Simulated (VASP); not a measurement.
# VH2 (Fm-3m) in VASP: a series of runs, part 2 of 2

VASP 6.6.1. Earlier steps stand in the parts before.

## (3) Single point, PBEsol

This run uses another cell than the first one, of 6.04 Å³/atom.

The input, INCAR:

```
  ALGO = Normal
  EDIFF = 1E-7
  ENCUT = 520
  GGA = PS
  ISIF = 2
  ISMEAR = -1
  LASPH = True
  LCHARG = True
  LELF = True
  LREAL = False
  LVHAR = True
  LWAVE = False
  NBANDS = 14
  NELM = 60
  PREC = Accurate
  SIGMA = 0.15
```

The input, KPOINTS:

```
k-points
0
Gamma
  18 18 18
```

The input, POSCAR:

```
VH2
1.0
    0.0000000000      2.0843730449      2.0843730449
    2.0843730449      0.0000000000      2.0843730449
    2.0843730449      2.0843730449      0.0000000000
V H
1 2
Direct
    0.0000000000      0.0000000000      0.0000000000
    0.2500000000      0.2500000000      0.2500000000
    0.7500000000      0.7500000000      0.7500000000
```

Potentials or basis: VASP PAW PBE potentials, release 64 (V_sv, H).

Started as:

```
> cat potpaw_PBE.64/V_sv/POTCAR potpaw_PBE.64/H/POTCAR > POTCAR
> mpirun -np 1 vasp_std > vasp.out
```

OUTCAR:

```text
EDIFF = 1E-7
   ENCUT = 520
   GGA = PS
   ISIF = 2
   ISMEAR = -1
   LASPH = True
   LREAL = False
   NELM = 60
   PREC = Accurate

 ion  position               nearest neighbor table
   1  0.000  0.000  0.000-   2 1.81   3 1.81   3 1.81   3 1.81   3 1.81   2 1.81   2 1.81   2 1.81

   2  0.250  0.250  0.250-   1 1.81   1 1.81   1 1.81   1 1.81
   3  0.750  0.750  0.750-   1 1.81   1 1.81   1 1.81   1 1.81

  LATTYP: Found a face centered cubic cell.
 ALAT       =     4.1687460898

  Lattice vectors:

 A1 = (   0.0000000000,   2.0843730449,   2.0843730449)
 A2 = (   2.0843730449,   0.0000000000,   2.0843730449)
 A3 = (   2.0843730449,   2.0843730449,   0.0000000000)

Analysis of symmetry for initial positions (statically):
=====================================================================
 Subroutine PRICEL returns:
 Original cell was already a primitive cell.

 Routine SETGRP: Setting up the symmetry group for a
 face centered cubic supercell.

 Subroutine GETGRP returns: Found 48 space group operations
 (whereof 48 operations were pure point group operations)
 out of a pool of 48 trial point group operations.

The static configuration has the point symmetry O_h .

Analysis of symmetry for dynamics (positions and initial velocities):
=====================================================================
 Subroutine PRICEL returns:
 Original cell was already a primitive cell.

 Routine SETGRP: Setting up the symmetry group for a
 face centered cubic supercell.

 Subroutine GETGRP returns: Found 48 space group operations
 (whereof 48 operations were pure point group operations)
 out of a pool of 48 trial point group operations.

The dynamic configuration has the point symmetry O_h .

 Subroutine INISYM returns: Found 48 space group operations
 (whereof 48 operations are pure point group operations),
 and found     1 'primitive' translations

----------------------------------------------------------------------------------------

                                     Primitive cell

  volume of cell :      18.1116

  direct lattice vectors                    reciprocal lattice vectors
     0.000000000  2.084373045  2.084373045    -0.239880285  0.239880285  0.239880285
     2.084373045  0.000000000  2.084373045     0.239880285 -0.239880285  0.239880285
     2.084373045  2.084373045  0.000000000     0.239880285  0.239880285 -0.239880285

  length of vectors
     2.947748629  2.947748629  2.947748629     0.415484841  0.415484841  0.415484841

  position of ions in fractional coordinates (direct lattice)
     0.000000000  0.000000000  0.000000000
     0.250000000  0.250000000  0.250000000
     0.750000000  0.750000000  0.750000000

  ion indices of the primitive-cell ions
   primitive index   ion index
                 1           1
                 2           2
                 3           3

----------------------------------------------------------------------------------------

 KPOINTS: k-points

Automatic generation of k-mesh.
 Grid dimensions read from file:
 generate k-points for:   18   18   18

 Generating k-lattice:

  Cartesian coordinates                     Fractional coordinates (reciprocal lattice)
    -0.013326682  0.013326682  0.013326682     0.055555556  0.000000000  0.000000000
[... 44 lines left out ...]
   dimension x,y,z NGX =    24 NGY =   24 NGZ =   24
   dimension x,y,z NGXF=    48 NGYF=   48 NGZF=   48
   ions per type =               1   2
   NGX,Y,Z   is equivalent  to a cutoff of  13.54, 13.54, 13.54 a.u.
   NGXF,Y,Z  is equivalent  to a cutoff of  27.07, 27.07, 27.07 a.u.
 SYSTEM =  unknown system
   PREC   = accura    normal or accurate (medium, high low for compatibility)
   ISTART =      0    job   : 0-new  1-cont  2-samecut
   ICHARG =      2    charge: 1-file 2-atom 10-const
   ISPIN  =      1    spin polarized calculation?
   LNONCOLLINEAR =      F non collinear calculations
   LSORBIT =      F    spin-orbit coupling
   LASPH  =      T    aspherical Exc in radial PAW
   ENCUT  =  520.0 eV  38.22 Ry    6.18 a.u.   5.48  5.48  5.48*2*pi/ulx,y,z
   NELM   =     60;   NELMIN=  2; NELMDL= -5     # of ELM steps
   EDIFF  = 0.1E-06   stopping-criterion for ELM
   LREAL  =      F    real-space projection
   EDIFFG = 0.1E-05   stopping-criterion for IOM
   NSW    =      0    number of steps for IOM
   IBRION =     -1    ionic relax: 0-MD 1-quasi-New 2-CG
   NFREE  =      0    steps in history (QN), initial steepest desc. (CG)
   ISIF   =      2    stress and relaxation
   ISYM   =      2    0-nonsym 1-usesym 2-fastsym
   POTIM  = 0.5000    time-step for ionic-motion
   TEBEG  =    0.0;   TEEND  =   0.0 temperature during run
   PSTRESS=    0.0 pullay stress
   NELECT =      15.0000    total number of electrons
   NUPDOWN=      -1.0000    fix difference up-down
   EMIN   =  10.00;   EMAX   =-10.00  energy-range for DOS
   EFERMI =   0.00;   METHOD = LEGACY
   ISMEAR =    -1;   SIGMA  =   0.15  broadening in eV -4-tet -1-fermi 0-gaus
   EFERMI_NEDOS =   21; number of points for ismear=-14 and -15
   IALGO  =     38    algorithm
   IMIX   =      4    mixing-type and parameters
     AMIX     =   0.40;   BMIX     =  1.00
     AMIX_MAG =   1.60;   BMIX_MAG =  1.00
  volume/ion in A,a.u.               =       6.04        40.74
  Fermi-wavevector in a.u.,A,eV,Ry     =   1.537399  2.905262 32.158653  2.363594
  Thomas-Fermi vector in A             =   2.643913
   LORBIT       =      0    0 simple, 1 ext, 2 COOP (PROOUT), +10 PAW based schemes
   GGA     = PS    functional components
   LHFCALC =     F    Hartree Fock is set to
   AEXX    =    0.0000 exact exchange contribution
   IVDW    =     0    specifies the selected vdW correction
   LEPSILON=     F    determine dielectric tensor
   LRPA    =     F    only Hartree local field effects (RPA)
 non-spin polarized calculation
  energy-cutoff  :      520.00
  volume of cell :       18.11
 maximum number of plane-waves:       531
 NGX is ok and might be reduce to    24
   NGX = 11   NGY = 11   NGZ = 11

 number of electron      14.9999996 magnetization

 Free energy of the ion-electron system (eV)
  ---------------------------------------------------
  ext. energy  EPLUGINS =         0.00000000
  ---------------------------------------------------
  free energy    TOTEN  =       -17.13454347 eV

  energy without entropy =      -17.02650624  energy(sigma->0) =      -17.08052485

 E-fermi :   8.7167     XC(G=0): -12.6533

 val. band max:        8.7084282916   @ k =   0.2778   0.2222   0.0000
 cond. band min:       8.7305853473   @ k =  -0.2778   0.2222   0.0000
 fundamental gap:      0.0221570557
 Fermi energy:         8.7167401287

 k-point     1 :       0.0000    0.0000    0.0000
  band No.  band energies     occupation
      1     -55.5207      2.00000
      2     -29.2915      2.00000
      3     -29.2915      2.00000
      4     -29.2915      2.00000
      5      -3.0028      2.00000
      6       7.7096      1.99758
      7       7.7096      1.99758
      8       7.7096      1.99758
      9       9.5679      0.00684
     10       9.5679      0.00684
     11      10.0825      0.00022
     12      25.1699      0.00000
     13      26.4316      0.00000
     14      26.4316      0.00000
[... 377 lines left out ...]
      1     -55.4882      2.00000
      2     -29.4995      2.00000
      3     -29.3308      2.00000
      4     -29.3134      2.00000
      5      -1.4546      2.00000
      6       4.5503      2.00000
      7       8.0151      1.98157
      8       8.1136      1.96476
      9       9.3322      0.03251
     10       9.7308      0.00231
     11      13.7463      0.00000
     12      19.2972      0.00000
     13      23.4899      0.00000
     14      24.5163      0.00000

 [... further k-points ...]

------------------------ aborting loop because EDIFF is reached ----------------------------------------

  FORCE on cell =-STRESS in cart. coord.  units (eV):
  Direction    XX          YY          ZZ          XY          YZ          ZX
  --------------------------------------------------------------------------------------
  -------------------------------------------------------------------------------------
  Total        0.0118055      0.0118055      0.0118055     -0.0000000     -0.0000000     -0.0000000
  in kB        1.0443290      1.0443290      1.0443290     -0.0000000     -0.0000000     -0.0000000
  external PRESSURE =       1.0443290 kB  Pullay stress =       0.0000000 kB

 VOLUME and BASIS-vectors are now :
 -----------------------------------------------------------------------------
  energy-cutoff  :      520.00
  volume of cell :       18.11
      direct lattice vectors                 reciprocal lattice vectors
     0.000000000  2.084373045  2.084373045    -0.239880285  0.239880285  0.239880285
     2.084373045  0.000000000  2.084373045     0.239880285 -0.239880285  0.239880285
     2.084373045  2.084373045  0.000000000     0.239880285  0.239880285 -0.239880285

 POSITION                                       TOTAL-FORCE (eV/Angst)
 -----------------------------------------------------------------------------------
      0.00000      0.00000      0.00000         0.000000     -0.000000      0.000000
      1.04219      1.04219      1.04219        -0.000000      0.000000     -0.000000
      3.12656      3.12656      3.12656         0.000000      0.000000      0.000000
 -----------------------------------------------------------------------------------
    total drift:                               -0.000000      0.000000      0.000000

  FREE ENERGIE OF THE ION-ELECTRON SYSTEM (eV)
  ---------------------------------------------------
  free  energy   TOTEN  =       -17.1345434665 eV

  energy  without entropy=      -17.0265062350  energy(sigma->0) =      -17.08052485
```

stdout:

```text
POSCAR found type information on POSCAR V H
 POSCAR found :  2 types and       3 ions
 scaLAPACK will be used
 -----------------------------------------------------------------------------
|                                                                             |
|                                                                             |
|     You enforced a specific xc type in the INCAR file but a different       |
|     I HOPE YOU KNOW WHAT YOU ARE DOING!                                     |
|                                                                             |
 -----------------------------------------------------------------------------

 LDA part: xc-table for (Slater+PW92), standard interpolation
 POSCAR, INCAR and KPOINTS ok, starting setup
 FFT: planning ... GRIDC
 FFT: planning ... GRID_SOFT
 FFT: planning ... GRID
 WAVECAR not read
 entering main loop
```

It took 18 s on 1 thread of Intel Xeon 6975P-C (Granite Rapids), shared host; peak memory 0.17 GiB.

Results:

| Property | Result |
| --- | --- |
| Free energy | -17.1345 eV |
| Pressure | 0.1 GPa |
| Band gap on the k mesh | zero (an odd number of electrons rules out a gap without spin polarisation) |

Levels at points of the mesh, in eV from the Fermi level:
```tsv
k point	band 6	band 7	band 8	band 9	band 10	band 11
(0.00, 0.00, 0.00)	-1.01	-1.01	-1.01	0.85	0.85	1.37
(0.50, 0.00, 0.00)	-5.62	-0.88	-0.88	1.67	1.67	4.58
(0.50, 0.50, 0.00)	-5.59	-3.82	1.78	1.79	1.79	7.35
```

Caveat: the PAW data sets were made with another functional, which shifts forces and pressure a little; an odd number of electrons without spin polarisation forces a metal; a magnetic or distorted state may lie lower.

## (4) Single point, PBEsol (6.16 Å³/atom)

This run uses another cell than the first one, of 6.16 Å³/atom.

The input, INCAR:

```
PREC = Accurate
ENCUT = 520
EDIFF = 1E-7
ISMEAR = -1
SIGMA = 0.15
LREAL = F
LASPH = T
NELM = 100
ALGO = Normal
ISIF = 2
LWAVE = F
LCHARG = T
GGA = PS
LELF = T
LVHAR = T
NBANDS = 14
```

The input, KPOINTS:

```
regular mesh
0
Gamma
  18 18 18
```

The input, POSCAR:

```
VH2
1.0
    0.0000000000      2.0981772422      2.0981772422
    2.0981772422      0.0000000000      2.0981772422
    2.0981772422      2.0981772422      0.0000000000
V H
1 2
Direct
    0.0000000000      0.0000000000      0.0000000000
    0.2500000000      0.2500000000      0.2500000000
    0.7500000000      0.7500000000      0.7500000000
```

Started as:

```
> cat potpaw_PBE.64/V_sv/POTCAR potpaw_PBE.64/H/POTCAR > POTCAR
> mpirun -np 1 vasp_std > vasp.out
```

Run time: 24 s. Hardware: 1 thread of Intel Xeon 6975P-C (Granite Rapids), shared host; peak memory 0.18 GiB.

The run converged. Its results:

| Quantity | Value |
| --- | --- |
| Free energy | -17.1312 eV |
| Pressure | -3.5 GPa |
| Band gap on the k mesh | zero (an odd number of electrons rules out a gap without spin polarisation) |

Levels at points of the mesh, in eV from the Fermi level:
```
           k point  band 4  band 5  band 6  band 7  band 8  band 9  band 10  band 11  band 12  band 13
(0.00, 0.00, 0.00)  -38.03  -11.60   -0.98   -0.98   -0.98    0.83     0.83     1.34    16.27    17.54
(0.50, 0.00, 0.00)  -38.08   -7.98   -5.59   -0.85   -0.85    1.62     1.62     4.45     7.86    14.83
(0.50, 0.50, 0.00)  -38.17   -6.52   -5.57   -3.73    1.73    1.73     1.73     7.17     8.18     8.18
```

Caveat: the cell stands under tension; the PAW data sets were made with another functional, which shifts forces and pressure a little; an odd number of electrons without spin polarisation forces a metal; a magnetic or distorted state may lie lower.

## (5) Overview

```csv
cell,gap on the mesh (eV),pressure (GPa)
"a = 2.928 Å, angles 60.0°, 3 atoms",none,4.0
"a = 2.948 Å, angles 60.0°, 3 atoms",none,0.1
"a = 2.967 Å, angles 60.0°, 3 atoms",none,-3.5
```

Alike in all rows: task single point; level PBEsol; potentials or basis VASP PAW PBE potentials, release 64 (V_sv, H); no spin polarisation; k mesh 18 × 18 × 18; cutoff (eV) 520; smearing fermi-dirac 0.15 eV.

Caveats: the PAW data sets were made with another functional, which shifts forces and pressure a little; an odd number of electrons without spin polarisation forces a metal; a magnetic or distorted state may lie lower; the cell stands under pressure (at least some runs); the cell stands under tension (at least some runs).

Total energies depend on the potentials used, so only differences within one code and one set of settings carry meaning.

The gap in the log of VASP goes by the Fermi energy; the results here count the filled bands.